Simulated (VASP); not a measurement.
# C (Fd-3m) in VASP: single point with LDA

Aim: the single point of C with LDA.

Program: VASP 6.6.1. These are calculated values, not measurements. Logs are shortened: lines on timing, memory, paths and dates and some standing lists are left out, and cuts for length are marked.

### 1 The cell of the first run

The structure is cubic, space group Fd-3m (No. 227). The conventional cell has a = 3.531 Å, b = 3.531 Å, c = 3.531 Å, α = 90.00°, β = 90.00°, γ = 90.00°. C (site symmetry -43m) has 4 C at 1.53 Å within 2.0 Å.

### 2 Single point, LDA

Input file INCAR:

```
PREC = Accurate ; ENCUT = 1300
EDIFF = 1E-6 ; ISMEAR = 0
SIGMA = 0.02 ; LREAL = False
LASPH = True ; NELM = 120
ALGO = Normal ; ISIF = 2
LWAVE = False ; LCHARG = False
GGA = CA ; NBANDS = 11
GGA_COMPAT = False
```

Input file KPOINTS:

```
regular mesh
0
Gamma
  12 12 12
```

Input file POSCAR:

```
C
1.0
    0.0000000000      1.7657234640      1.7657234640
    1.7657234640      0.0000000000      1.7657234640
    1.7657234640      1.7657234640      0.0000000000
C
2
Direct
    0.0000000000      0.0000000000      0.0000000000
    0.2500000000      0.2500000000      0.2500000000
```

Potentials or basis: VASP PAW LDA potentials, release 64 (C_h).

On the command line:

```bash
$ cat potpaw_LDA.64/C_h/POTCAR > POTCAR
$ mpirun -np 1 vasp_std > vasp.out
```

OUTCAR:

```text
PREC = Accurate
   ENCUT = 1300
   EDIFF = 1E-6
   ISMEAR = 0
   LREAL = False
   LASPH = True
   NELM = 120
   ISIF = 2
   GGA = CA

 ion  position               nearest neighbor table
   1  0.000  0.000  0.000-
   2  0.250  0.250  0.250-

  LATTYP: Found a face centered cubic cell.
 ALAT       =     3.5314469280

  Lattice vectors:

 A1 = (   0.0000000000,   1.7657234640,   1.7657234640)
 A2 = (   1.7657234640,   0.0000000000,   1.7657234640)
 A3 = (   1.7657234640,   1.7657234640,   0.0000000000)

Analysis of symmetry for initial positions (statically):
=====================================================================
 Subroutine PRICEL returns:
 Original cell was already a primitive cell.

 Routine SETGRP: Setting up the symmetry group for a
 face centered cubic supercell.

 Subroutine GETGRP returns: Found 48 space group operations
 (whereof 24 operations were pure point group operations)
 out of a pool of 48 trial point group operations.

The static configuration has the point symmetry T_d .
 The point group associated with its full space group is O_h .

Analysis of symmetry for dynamics (positions and initial velocities):
=====================================================================
 Subroutine PRICEL returns:
 Original cell was already a primitive cell.

 Routine SETGRP: Setting up the symmetry group for a
 face centered cubic supercell.

 Subroutine GETGRP returns: Found 48 space group operations
 (whereof 24 operations were pure point group operations)
 out of a pool of 48 trial point group operations.

The dynamic configuration has the point symmetry T_d .
 The point group associated with its full space group is O_h .

 Subroutine INISYM returns: Found 48 space group operations
 (whereof 24 operations are pure point group operations),
 and found     1 'primitive' translations

----------------------------------------------------------------------------------------

                                     Primitive cell

  volume of cell :      11.0103

  direct lattice vectors                    reciprocal lattice vectors
     0.000000000  1.765723464  1.765723464    -0.283170049  0.283170049  0.283170049
     1.765723464  0.000000000  1.765723464     0.283170049 -0.283170049  0.283170049
     1.765723464  1.765723464  0.000000000     0.283170049  0.283170049 -0.283170049

  length of vectors
     2.497110070  2.497110070  2.497110070     0.490464912  0.490464912  0.490464912

  position of ions in fractional coordinates (direct lattice)
[... 88 lines left out ...]
   TEBEG  =    0.0;   TEEND  =   0.0 temperature during run
   PSTRESS=    0.0 pullay stress
   NELECT =       8.0000    total number of electrons
   NUPDOWN=      -1.0000    fix difference up-down
   EMIN   =  10.00;   EMAX   =-10.00  energy-range for DOS
   EFERMI =   0.00;   METHOD = LEGACY
   ISMEAR =     0;   SIGMA  =   0.02  broadening in eV -4-tet -1-fermi 0-gaus
   EFERMI_NEDOS =   21; number of points for ismear=-14 and -15
   IALGO  =     38    algorithm
   IMIX   =      4    mixing-type and parameters
     AMIX     =   0.40;   BMIX     =  1.00
     AMIX_MAG =   1.60;   BMIX_MAG =  1.00
  volume/ion in A,a.u.               =       5.51        37.15
  Fermi-wavevector in a.u.,A,eV,Ry     =   1.471766  2.781235 29.471519  2.166096
  Thomas-Fermi vector in A             =   2.586862
   LORBIT       =      0    0 simple, 1 ext, 2 COOP (PROOUT), +10 PAW based schemes
   GGA     = CA    functional components
   LHFCALC =     F    Hartree Fock is set to
   AEXX    =    0.0000 exact exchange contribution
   IVDW    =     0    specifies the selected vdW correction
   LEPSILON=     F    determine dielectric tensor
   LRPA    =     F    only Hartree local field effects (RPA)
 non-spin polarized calculation
 Gauss-broadening in eV      SIGMA  =   0.02
  energy-cutoff  :     1300.00
  volume of cell :       11.01
 maximum number of plane-waves:      1211
 NGX is ok and might be reduce to    30
   NGX = 15   NGY = 15   NGZ = 15

 number of electron       8.0000000 magnetization

 Free energy of the ion-electron system (eV)
  ---------------------------------------------------
  ext. energy  EPLUGINS =         0.00000000
  ---------------------------------------------------
  free energy    TOTEN  =       -20.26744846 eV

  energy without entropy =      -20.26744846  energy(sigma->0) =      -20.26744846

 E-fermi :  11.5950     XC(G=0): -13.7985

 val. band max:       11.3416236948   @ k =   0.0000   0.0000   0.0000
 cond. band min:      15.5412712025   @ k =   0.3333   0.3333   0.0000
 fundamental gap:      4.1996475077
 Fermi energy:        11.5949937322

 k-point     1 :       0.0000    0.0000    0.0000
  band No.  band energies     occupation
      1     -10.3797      2.00000
      2      11.3416      2.00000
      3      11.3416      2.00000
      4      11.3416      2.00000
      5      16.9689      0.00000
      6      16.9689      0.00000
      7      16.9689      0.00000
      8      25.5779      0.00000
      9      30.7432      0.00000
     10      38.2970      0.00000
     11      38.2970      0.00000
[... 309 lines left out ...]
 k-point    24 :      -0.4167    0.1667    0.0000
  band No.  band energies     occupation
      1      -3.9837      2.00000
      2      -1.4471      2.00000
      3       5.7842      2.00000
      4       7.6591      2.00000
      5      18.9404      0.00000
      6      21.6815      0.00000
      7      22.9898      0.00000
      8      26.9407      0.00000
      9      30.8458      0.00000
     10      35.7338      0.00000
     11      36.1577      0.00000

 [... further k-points ...]

------------------------ aborting loop because EDIFF is reached ----------------------------------------

  FORCE on cell =-STRESS in cart. coord.  units (eV):
  Direction    XX          YY          ZZ          XY          YZ          ZX
  --------------------------------------------------------------------------------------
  -------------------------------------------------------------------------------------
  Total        0.0710046      0.0710046      0.0710046     -0.0000000      0.0000000     -0.0000000
  in kB       10.3323440     10.3323440     10.3323440     -0.0000000      0.0000000     -0.0000000
  external PRESSURE =      10.3323440 kB  Pullay stress =       0.0000000 kB

 VOLUME and BASIS-vectors are now :
 -----------------------------------------------------------------------------
  energy-cutoff  :     1300.00
  volume of cell :       11.01
      direct lattice vectors                 reciprocal lattice vectors
     0.000000000  1.765723464  1.765723464    -0.283170049  0.283170049  0.283170049
     1.765723464  0.000000000  1.765723464     0.283170049 -0.283170049  0.283170049
     1.765723464  1.765723464  0.000000000     0.283170049  0.283170049 -0.283170049

 POSITION                                       TOTAL-FORCE (eV/Angst)
 -----------------------------------------------------------------------------------
      0.00000      0.00000      0.00000         0.000000      0.000000      0.000000
      0.88286      0.88286      0.88286        -0.000000     -0.000000     -0.000000
 -----------------------------------------------------------------------------------
    total drift:                                0.000000     -0.000000      0.000000

  FREE ENERGIE OF THE ION-ELECTRON SYSTEM (eV)
  ---------------------------------------------------
  free  energy   TOTEN  =       -20.2674484587 eV

  energy  without entropy=      -20.2674484587  energy(sigma->0) =      -20.26744846
```

stdout:

```text
POSCAR found type information on POSCAR C
 POSCAR found :  1 types and       2 ions
 scaLAPACK will be used
 LDA part: xc-table for (Slater(with rela. corr.)+CA(PZ))
 , standard interpolation
 POSCAR, INCAR and KPOINTS ok, starting setup
 FFT: planning ... GRIDC
 FFT: planning ... GRID_SOFT
 FFT: planning ... GRID
 WAVECAR not read
 entering main loop
```

It took 18 s on 1 thread of AMD EPYC 7R13 (Zen 3), shared host; peak memory 0.12 GiB.

What came out:

- Free energy: -20.2674 eV
- Pressure: 1.0 GPa
- Band gap on the k mesh: 4.20 eV (least direct gap 5.63 eV)

Levels at points of the mesh, in eV from the valence-band top:
```csv
k point,band 1,band 2,band 3,band 4,band 5,band 6,band 7,band 8,band 9
"(0.00, 0.00, 0.00)",-21.72,0.00,0.00,0.00,5.63,5.63,5.63,14.24,19.40
"(0.50, 0.00, 0.00)",-15.71,-13.70,-2.87,-2.87,8.51,8.51,9.42,15.68,21.95
"(0.50, 0.50, 0.00)",-12.82,-12.82,-6.47,-6.47,4.78,4.78,17.08,17.08,23.48
```

A k mesh can miss the band edges.
